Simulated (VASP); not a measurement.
BeGe: single point with PBE

The system is BeGe.

```
Be Ge
1.0
     2.76899    0.00000    0.00000
    -1.38449    2.39801    0.00000
     0.00000    0.00000    9.18376
Be Ge
2 2
Direct
  0.66667 0.33333 0.91061
  0.33333 0.66667 0.08939
  0.33333 0.66667 0.69507
  0.66667 0.33333 0.30493
```

The cell was generated, and may not be a known phase.

```
Program             : VASP 6.6.1
Task                : single point
Functional          : PBE
Potentials or basis : VASP PAW PBE potentials, release 64 (Be, Ge_d)
Cutoff              : 520 eV
k mesh              : 18 × 18 × 6
Occupations         : gaussian, width 0.1 eV
Spin                : no spin polarisation
```

```
Pressure               : 0.0 GPa
Largest force          : 0.003 eV/Å
Band gap on the k mesh : zero (bands 16 and 17 overlap by 6.56 eV)
```

Forces in eV/Å, atoms in the order of the input:
```
Be   0.000  0.000 -0.002
Be   0.000  0.000  0.002
Ge   0.000  0.000 -0.003
Ge   0.000  0.000  0.003
```

Levels at points of the mesh, in eV from the Fermi level:
```csv
k point,band 13,band 14,band 15,band 16,band 17,band 18,band 19,band 20
"(0.00, 0.00, 0.00)",-8.03,-4.50,-3.87,4.62,4.74,8.66,8.66,10.04
"(0.50, 0.00, 0.00)",-5.55,-5.29,-2.78,-2.65,1.49,1.50,2.37,3.70
"(0.00, 0.00, 0.50)",-7.71,-5.82,-2.23,1.85,8.62,8.68,8.68,9.97
"(0.50, 0.00, 0.50)",-5.51,-5.43,-2.63,-2.45,0.32,1.39,3.07,4.28
```

Wall time 3.5 min on 1 thread of Intel(R) Xeon(R) Platinum 8259CL CPU @ 2.50GHz (Skylake/Cascade Lake), on a shared host, peak memory 0.38 GiB.
